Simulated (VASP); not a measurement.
A run of VASP 6.6.1 is set up as follows.

Contents of INCAR:

```
SYSTEM = BN
PREC = Accurate
ENCUT = 520
EDIFF = 1E-6
ISMEAR = 0
SIGMA = 0.05
LREAL = .FALSE.
LASPH = .TRUE.
NELM = 80
ALGO = Normal
ISIF = 2
LWAVE = .FALSE.
LCHARG = .TRUE.
GGA = PE
IVDW = 12
LELF = .TRUE.
LVHAR = .TRUE.
NBANDS = 16
```

The input KPOINTS:

```
regular mesh
0
G
  12 12 4
  0 0 0
```

File POSCAR:

```
BN
1.0
    2.5099983704      0.0000000000      0.0000000000
   -1.2549991852      2.1737223522      0.0000000000
    0.0000000000      0.0000000000      6.6900000000
B N
2 2
Direct
    0.0000000000      0.0000000000      0.5000000000
    0.3333333333      0.6666666667      0.0000000000
    0.0000000000      0.0000000000      0.0000000000
    0.5639833223      0.2873292980      0.5000000000
```

Potentials or basis: VASP PAW PBE potentials, release 64 (B, N).

Run with:

```sh
$ cat potpaw_PBE.64/B/POTCAR potpaw_PBE.64/N/POTCAR > POTCAR
$ mpirun -np 1 vasp_std > vasp.out
```

Problem. What does it give for the pressure?

Solution. 10.8 GPa.

Problem. Estimate the band gap on the k mesh.

Solution. 2.69 eV, indirect (least direct gap 4.14 eV).

Forces in eV/Å, atoms in the order of the input:
```
B   -11.603  -6.532   0.000
B     0.014   0.008   0.000
N    -0.040  -0.023   0.000
N    11.630   6.548   0.000
```

Caveat: the cell differs from its parent crystal (atom 4 (N) moved by (-0.200, -0.100) A along x and y); forces of over 1 eV/Å act on the atoms, so gaps and moduli don't describe the material at rest. A k mesh can miss the band edges.
